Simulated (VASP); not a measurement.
# La2GeW2 in VASP: a series of runs

La2GeW2 is run at these levels: r2SCAN, r2SCAN+D3(BJ); tasks: single point.

Everything below comes from runs of VASP 6.6.1. Logs are shortened: lines on timing, memory, paths and dates and some standing lists are left out, and cuts for length are marked.

### Step 1. The cell of the first run

The typed cell holds 5 atoms: a = 3.873 Å, b = 3.873 Å, c = 9.457 Å, α = 90.00°, β = 90.00°, γ = 120.00°.

### Step 2. Single point, r2SCAN

File POSCAR:

```
La2GeW2
1.0
    3.8731602700      0.0000000000      0.0000000000
   -1.9365796400      3.3542558800      0.0000000000
    0.0000000000      0.0000000000      9.4570888300
Ge W La
1 2 2
Direct
    0.0000000000      0.0000000000      0.5000000000
    0.3333000000      0.6667000000      0.8444100000
    0.6667000000      0.3333000000      0.1555900000
    0.3333000000      0.6667000000      0.3453400000
    0.6667000000      0.3333000000      0.6546600000
```

File INCAR.step1:

```
ALGO = Normal ; EDIFF = 1E-4
ENCUT = 520 ; GGA = PE
ISMEAR = -1 ; LASPH = True
LCHARG = False ; LREAL = False
LWAVE = True ; NBANDS = 40
NELM = 100 ; PREC = Accurate
SIGMA = 0.011
```

File INCAR.step2:

```
ALGO = Normal ; EDIFF = 1E-7
ENCUT = 520 ; ISIF = 2
ISMEAR = -1 ; ISTART = 1
LASPH = True ; LCHARG = False
LMIXTAU = True ; LREAL = False
LWAVE = False ; METAGGA = R2SCAN
NBANDS = 40 ; NELM = 100
PREC = Accurate ; SIGMA = 0.011
```

File KPOINTS:

```
k-points
0
Gamma
  5 5 2
```

Potentials or basis: VASP PAW PBE potentials, release 64 (Ge_d, W_sv, La).

On the command line:

```sh
$ cat potpaw_PBE.64/Ge_d/POTCAR potpaw_PBE.64/W_sv/POTCAR potpaw_PBE.64/La/POTCAR > POTCAR
$ cp INCAR.step1 INCAR
$ mpirun -np 1 vasp_std > vasp.out
$ cp INCAR.step2 INCAR
$ mpirun -np 1 vasp_std > vasp.out
```

OUTCAR:

```text
EDIFF = 1E-7
   ENCUT = 520
   ISIF = 2
   ISMEAR = -1
   ISTART = 1
   LASPH = True
   LREAL = False
   METAGGA = R2SCAN
   NELM = 100
   PREC = Accurate

 ion  position               nearest neighbor table
   1  0.000  0.000  0.500-   4 2.67   5 2.67   5 2.67   4 2.67   5 2.67   4 2.67
   2  0.333  0.667  0.844-   5 2.87   5 2.87   5 2.87
   3  0.667  0.333  0.156-   4 2.87   4 2.87   4 2.87
   4  0.333  0.667  0.345-   1 2.67   1 2.67   1 2.67   3 2.87   3 2.87   3 2.87   5 3.68   5 3.68
                             5 3.68
   5  0.667  0.333  0.655-   1 2.67   1 2.67   1 2.67   2 2.87   2 2.87   2 2.87   4 3.68   4 3.68
                             4 3.68

  LATTYP: Found a hexagonal cell.
 ALAT       =     3.8731602700
 C/A-ratio  =     2.4416982956

  Lattice vectors:

 A1 = (   3.8731602700,   0.0000000000,   0.0000000000)
 A2 = (  -1.9365796400,   3.3542558800,   0.0000000000)
 A3 = (   0.0000000000,   0.0000000000,   9.4570888300)

Analysis of symmetry for initial positions (statically):
=====================================================================
 Subroutine PRICEL returns:
 Original cell was already a primitive cell.

 Routine SETGRP: Setting up the symmetry group for a
 hexagonal supercell.

 Subroutine GETGRP returns: Found  4 space group operations
 (whereof  4 operations were pure point group operations)
 out of a pool of 24 trial point group operations.

The static configuration has the point symmetry C_2h.

Analysis of symmetry for dynamics (positions and initial velocities):
=====================================================================
 Subroutine PRICEL returns:
 Original cell was already a primitive cell.

 Routine SETGRP: Setting up the symmetry group for a
 hexagonal supercell.

 Subroutine GETGRP returns: Found  4 space group operations
 (whereof  4 operations were pure point group operations)
 out of a pool of 24 trial point group operations.

The dynamic configuration has the point symmetry C_2h.

 Subroutine INISYM returns: Found  4 space group operations
 (whereof  4 operations are pure point group operations),
 and found     1 'primitive' translations

----------------------------------------------------------------------------------------

                                     Primitive cell

  volume of cell :     122.8624

  direct lattice vectors                    reciprocal lattice vectors
     3.873160270  0.000000000  0.000000000     0.258187095  0.149064320  0.000000000
    -1.936579640  3.354255880  0.000000000     0.000000000  0.298128716  0.000000000
     0.000000000  0.000000000  9.457088830     0.000000000  0.000000000  0.105740785

  length of vectors
     3.873160270  3.873160623  9.457088830     0.298128744  0.298128716  0.105740785

  position of ions in fractional coordinates (direct lattice)
     0.000000000  0.000000000  0.500000000
     0.333300000  0.666700000  0.844410000
     0.666700000  0.333300000  0.155590000
     0.333300000  0.666700000  0.345340000
     0.666700000  0.333300000  0.654660000

  ion indices of the primitive-cell ions
   primitive index   ion index
                 1           1
                 2           2
                 3           3
                 4           4
                 5           5

----------------------------------------------------------------------------------------

 KPOINTS: k-points

Automatic generation of k-mesh.
 Grid dimensions read from file:
 generate k-points for:    5    5    2

 Generating k-lattice:

  Cartesian coordinates                     Fractional coordinates (reciprocal lattice)
     0.051637419  0.029812864  0.000000000     0.200000000  0.000000000  0.000000000
     0.000000000  0.059625743  0.000000000     0.000000000  0.200000000  0.000000000
     0.000000000  0.000000000  0.052870393     0.000000000  0.000000000  0.500000000

  Length of vectors
     0.059625749  0.059625743  0.052870393

  Shift w.r.t. Gamma in fractional coordinates (k-lattice)
     0.000000000  0.000000000  0.000000000

 Subroutine IBZKPT returns following result:
 ===========================================

 Found     18 irreducible k-points:

 Following reciprocal coordinates:
            Coordinates               Weight
  0.000000  0.000000  0.000000      1.000000
  0.200000 -0.000000  0.000000      4.000000
 -0.200000  0.200000  0.000000      2.000000
  0.400000 -0.000000  0.000000      4.000000
 -0.400000  0.400000  0.000000      2.000000
  0.200000  0.200000  0.000000      2.000000
[... 10 lines left out ...]
  0.400000  0.200000  0.500000      4.000000
  0.400000  0.400000  0.500000      2.000000
   k-points           NKPTS =     18   k-points in BZ     NKDIM =     18   number of bands    NBANDS=     40
   number of dos      NEDOS =    301   number of ions     NIONS =      5
   total plane-waves  NPLWV =  63000
   dimension x,y,z NGX =    30 NGY =   30 NGZ =   70
   dimension x,y,z NGXF=    60 NGYF=   60 NGZF=  140
   ions per type =               1   2   2
   NGX,Y,Z   is equivalent  to a cutoff of  12.88, 12.88, 12.31 a.u.
   NGXF,Y,Z  is equivalent  to a cutoff of  25.75, 25.75, 24.61 a.u.
 SYSTEM =  unknown system
   PREC   = accura    normal or accurate (medium, high low for compatibility)
   ISTART =      1    job   : 0-new  1-cont  2-samecut
   ICHARG =      0    charge: 1-file 2-atom 10-const
   ISPIN  =      1    spin polarized calculation?
   LNONCOLLINEAR =      F non collinear calculations
   LSORBIT =      F    spin-orbit coupling
   LASPH  =      T    aspherical Exc in radial PAW
   ENCUT  =  520.0 eV  38.22 Ry    6.18 a.u.   7.20  7.20 17.58*2*pi/ulx,y,z
   NELM   =    100;   NELMIN=  2; NELMDL=  0     # of ELM steps
   EDIFF  = 0.1E-06   stopping-criterion for ELM
   LREAL  =      F    real-space projection
   EDIFFG = 0.1E-05   stopping-criterion for IOM
   NSW    =      0    number of steps for IOM
   IBRION =     -1    ionic relax: 0-MD 1-quasi-New 2-CG
   NFREE  =      0    steps in history (QN), initial steepest desc. (CG)
   ISIF   =      2    stress and relaxation
   ISYM   =      2    0-nonsym 1-usesym 2-fastsym
   POTIM  = 0.5000    time-step for ionic-motion
   TEBEG  =    0.0;   TEEND  =   0.0 temperature during run
   PSTRESS=    0.0 pullay stress
   NELECT =      64.0000    total number of electrons
   NUPDOWN=      -1.0000    fix difference up-down
   EMIN   =  10.00;   EMAX   =-10.00  energy-range for DOS
   EFERMI =   0.00;   METHOD = LEGACY
   ISMEAR =    -1;   SIGMA  =   0.01  broadening in eV -4-tet -1-fermi 0-gaus
   EFERMI_NEDOS =   21; number of points for ismear=-14 and -15
   IALGO  =     38    algorithm
   IMIX   =      4    mixing-type and parameters
     AMIX     =   0.40;   BMIX     =  1.00
     AMIX_MAG =   1.60;   BMIX_MAG =  1.00
  volume/ion in A,a.u.               =      24.57       165.82
  Fermi-wavevector in a.u.,A,eV,Ry     =   1.317231  2.489205 23.607417  1.735096
  Thomas-Fermi vector in A             =   2.447286
   LORBIT       =      0    0 simple, 1 ext, 2 COOP (PROOUT), +10 PAW based schemes
   METAGGA = R2SCAN    functional components
   LHFCALC =     F    Hartree Fock is set to
   AEXX    =    0.0000 exact exchange contribution
   IVDW    =     0    specifies the selected vdW correction
   LEPSILON=     F    determine dielectric tensor
   LRPA    =     F    only Hartree local field effects (RPA)
 non-spin polarized calculation
  energy-cutoff  :      520.00
  volume of cell :      122.86
 maximum number of plane-waves:      3324
 NGX is ok and might be reduce to    30
   NGX = 15   NGY = 15   NGZ = 35

 number of electron      63.9999986 magnetization

 Free energy of the ion-electron system (eV)
  ---------------------------------------------------
  ext. energy  EPLUGINS =         0.00000000
  ---------------------------------------------------
  free energy    TOTEN  =      -164.55457711 eV

  energy without entropy =     -164.54977870  energy(sigma->0) =     -164.55217791

 E-fermi :   7.8413     XC(G=0): -11.7364

 val. band max:        7.8410526777   @ k =   0.4000   0.4000   0.0000
 cond. band min:       7.8764965423   @ k =  -0.4000   0.4000   0.5000
 fundamental gap:      0.0354438646
 Fermi energy:         7.8413060427

 k-point     1 :       0.0000    0.0000    0.0000
  band No.  band energies     occupation
      1     -68.2256      2.00000
      2     -68.2244      2.00000
      3     -31.7971      2.00000
      4     -31.7970      2.00000
      5     -31.7908      2.00000
      6     -31.7907      2.00000
[... 32 lines left out ...]
     39      10.1809      0.00000
     40      10.1824      0.00000

 k-point     2 :       0.2000   -0.0000    0.0000
  band No.  band energies     occupation
      1     -68.2252      2.00000
      2     -68.2242      2.00000
      3     -31.8121      2.00000
      4     -31.8055      2.00000
      5     -31.8007      2.00000
      6     -31.7934      2.00000
[... 32 lines left out ...]
     39      10.2160      0.00000
     40      10.6622      0.00000

 k-point     3 :      -0.2000    0.2000    0.0000
  band No.  band energies     occupation
      1     -68.2252      2.00000
      2     -68.2242      2.00000
      3     -31.8120      2.00000
      4     -31.8054      2.00000
      5     -31.8008      2.00000
      6     -31.7935      2.00000
[... 32 lines left out ...]
     39      10.2162      0.00000
     40      10.6626      0.00000

 k-point     4 :       0.4000   -0.0000    0.0000
  band No.  band energies     occupation
      1     -68.2245      2.00000
      2     -68.2240      2.00000
      3     -31.8350      2.00000
      4     -31.8294      2.00000
      5     -31.8065      2.00000
      6     -31.7978      2.00000
[... 32 lines left out ...]
     39      10.0398      0.00000
     40      10.4844      0.00000
[... 514 lines left out ...]
     39      10.1908      0.00000
     40      10.7850      0.00000

 k-point    17 :       0.4000    0.2000    0.5000
  band No.  band energies     occupation
      1     -68.2242      2.00000
      2     -68.2240      2.00000
      3     -31.8338      2.00000
      4     -31.8298      2.00000
      5     -31.8158      2.00000
      6     -31.8069      2.00000
[... 32 lines left out ...]
     39      10.1481      0.00000
     40      10.2639      0.00000

 k-point    18 :       0.4000    0.4000    0.5000
  band No.  band energies     occupation
      1     -68.2242      2.00000
      2     -68.2240      2.00000
      3     -31.8337      2.00000
      4     -31.8297      2.00000
      5     -31.8159      2.00000
      6     -31.8070      2.00000
[... 32 lines left out ...]
     39      10.1483      0.00000
     40      10.2639      0.00000

------------------------ aborting loop because EDIFF is reached ----------------------------------------

  FORCE on cell =-STRESS in cart. coord.  units (eV):
  Direction    XX          YY          ZZ          XY          YZ          ZX
  --------------------------------------------------------------------------------------
  -------------------------------------------------------------------------------------
  Total        4.1899515      4.1874341      6.9752505     -0.0021810      0.0037820     -0.0065507
  in kB       54.6387123     54.6058839     90.9601705     -0.0284417      0.0493189     -0.0854235
  external PRESSURE =      66.7349222 kB  Pullay stress =       0.0000000 kB

 VOLUME and BASIS-vectors are now :
 -----------------------------------------------------------------------------
  energy-cutoff  :      520.00
  volume of cell :      122.86
      direct lattice vectors                 reciprocal lattice vectors
     3.873160270  0.000000000  0.000000000     0.258187095  0.149064320  0.000000000
    -1.936579640  3.354255880  0.000000000     0.000000000  0.298128716  0.000000000
     0.000000000  0.000000000  9.457088830     0.000000000  0.000000000  0.105740785

 POSITION                                       TOTAL-FORCE (eV/Angst)
 -----------------------------------------------------------------------------------
      0.00000      0.00000      4.72854        -0.000000      0.000000      0.000000
     -0.00019      2.23628      7.98566        -0.000851      0.000491      2.538614
      1.93677      1.11797      1.47143         0.000851     -0.000491     -2.538614
     -0.00019      2.23628      3.26591         0.001371     -0.000792     -4.396251
      1.93677      1.11797      6.19118        -0.001371      0.000792      4.396251
 -----------------------------------------------------------------------------------
    total drift:                               -0.000000      0.000000     -0.000000

  FREE ENERGIE OF THE ION-ELECTRON SYSTEM (eV)
  ---------------------------------------------------
  free  energy   TOTEN  =      -164.5545771106 eV

  energy  without entropy=     -164.5497787019  energy(sigma->0) =     -164.55217791
```

Wall time 18 min (1 thread of Intel Xeon 8259CL, shared host); peak memory 0.32 GiB.

Results:

| Property | Result |
| --- | --- |
| Free energy | -164.5546 eV |
| Pressure | 6.7 GPa |
| Largest force | 4.396 eV/Å |
| Band gap on the k mesh | zero (bands 32 and 33 overlap by 0.96 eV) |

Forces on the atoms (eV/Å):
```
Ge   0.000  0.000  0.000
W   -0.001  0.000  2.539
W    0.001  0.000 -2.539
La   0.001 -0.001 -4.396
La  -0.001  0.001  4.396
```

Caveat: the k points lie up to 0.37 Å⁻¹ apart, too coarse for converged energies and pressures of a metal; the PAW data sets were made with another functional, which shifts forces and pressure a little; spin-orbit coupling is left out, which moves the levels of the heavy elements.

### Step 3. Single point, r2SCAN+D3(BJ)

POSCAR is that of step 2.

File INCAR.step1:

```
SYSTEM = La2GeW2
PREC = Accurate ; ENCUT = 520
ISMEAR = -1 ; SIGMA = 0.011
LREAL = .FALSE. ; LASPH = .TRUE.
NELM = 80 ; ISYM = 0
NBANDS = 40 ; GGA = PE
ALGO = Normal ; EDIFF = 1E-4
LWAVE = .TRUE. ; LCHARG = .FALSE.
```

File INCAR.step2:

```
SYSTEM = La2GeW2
PREC = Accurate ; ENCUT = 520
EDIFF = 1E-7 ; ISMEAR = -1
SIGMA = 0.011 ; LREAL = .FALSE.
LASPH = .TRUE. ; NELM = 80
ALGO = Normal ; ISIF = 2
LWAVE = .FALSE. ; LCHARG = .FALSE.
METAGGA = R2SCAN ; LMIXTAU = .TRUE.
IVDW = 12 ; VDW_S6 = 1.0
VDW_S8 = 0.78981345 ; VDW_A1 = 0.49484001
VDW_A2 = 5.73083694 ; ISYM = 0
NBANDS = 40 ; ISTART = 1
```

File KPOINTS:

```
regular mesh
0
G
  5 5 2
  0 0 0
```

Potentials or basis: VASP PAW PBE potentials, release 64 (Ge_d, W_sv, La).

On the command line:

```sh
$ cat potpaw_PBE.64/Ge_d/POTCAR potpaw_PBE.64/W_sv/POTCAR potpaw_PBE.64/La/POTCAR > POTCAR
$ cp INCAR.step1 INCAR
$ mpirun -np 1 vasp_std > vasp.out
$ cp INCAR.step2 INCAR
$ mpirun -np 1 vasp_std > vasp.out
```

OUTCAR:

```text
SYSTEM = La2GeW2
   PREC = Accurate
   ENCUT = 520
   EDIFF = 1E-7
   ISMEAR = -1
   LREAL = .FALSE.
   LASPH = .TRUE.
   NELM = 80
   ISIF = 2
   METAGGA = R2SCAN
   IVDW = 12
   ISYM = 0
   ISTART = 1
 IVDW          = 12

 ion  position               nearest neighbor table
   1  0.000  0.000  0.500-   4 2.67   5 2.67   5 2.67   4 2.67   5 2.67   4 2.67
   2  0.333  0.667  0.844-   5 2.87   5 2.87   5 2.87
   3  0.667  0.333  0.156-   4 2.87   4 2.87   4 2.87
[... 1204 lines left out ...]
  Direction    XX          YY          ZZ          XY          YZ          ZX
  --------------------------------------------------------------------------------------
  -------------------------------------------------------------------------------------
  Total       2.89655     2.89402     5.70323    -0.00218     0.00378    -0.00657
  in kB      37.77222    37.73927    74.37246    -0.02849     0.04934    -0.08565
  external pressure =       49.96 kB  Pullay stress =        0.00 kB

 VOLUME and BASIS-vectors are now :
 -----------------------------------------------------------------------------
  energy-cutoff  :      520.00
  volume of cell :      122.86
      direct lattice vectors                 reciprocal lattice vectors
     3.873160270  0.000000000  0.000000000     0.258187095  0.149064320  0.000000000
    -1.936579640  3.354255880  0.000000000     0.000000000  0.298128716  0.000000000
     0.000000000  0.000000000  9.457088830     0.000000000  0.000000000  0.105740785

 POSITION                                       TOTAL-FORCE (eV/Angst)
 -----------------------------------------------------------------------------------
      0.00000      0.00000      4.72854        -0.000002      0.000000      0.000009
     -0.00019      2.23628      7.98566        -0.000849      0.000491      2.537441
      1.93677      1.11797      1.47143         0.000852     -0.000493     -2.537211
     -0.00019      2.23628      3.26591         0.001374     -0.000797     -4.398278
      1.93677      1.11797      6.19118        -0.001375      0.000799      4.398039
 -----------------------------------------------------------------------------------
    total drift:                                0.000008      0.000004     -0.000220

  FREE ENERGIE OF THE ION-ELECTRON SYSTEM (eV)
  ---------------------------------------------------
  free  energy   TOTEN  =      -165.8258798638 eV

  energy  without entropy=     -165.8210817316  energy(sigma->0) =     -165.82348080
```

It took 27 min on 1 thread of Intel Xeon 8259CL, shared host; peak memory 0.36 GiB.

Results:

| Item | Value |
| --- | --- |
| Free energy | -165.8259 eV |
| Pressure | 5.0 GPa |
| Largest force | 4.398 eV/Å |
| Band gap on the k mesh | zero (bands 32 and 33 overlap by 0.96 eV) |
| Dispersion energy per atom | -0.254 eV |

Forces in eV/Å, atoms in the order of the input:
```
Ge   0.000  0.000  0.000
W   -0.001  0.000  2.537
W    0.001  0.000 -2.537
La   0.001 -0.001 -4.398
La  -0.001  0.001  4.398
```

Levels at points of the mesh, in eV from the Fermi level:
```tsv
k point	band 28	band 29	band 30	band 31	band 32	band 33	band 34	band 35	band 36	band 37
(0.00, 0.00, 0.00)	-1.25	-1.12	-1.12	-0.80	-0.80	-0.71	-0.71	0.66	0.66	1.05
(0.00, 0.00, 0.50)	-1.05	-1.05	-0.88	-0.88	-0.68	-0.63	-0.63	-0.48	0.51	0.52
```

Caveat: the k points lie up to 0.37 Å⁻¹ apart, too coarse for converged energies and pressures of a metal; three body term missing; the PAW data sets were made with another functional, which shifts forces and pressure a little; spin-orbit coupling is left out, which moves the levels of the heavy elements.
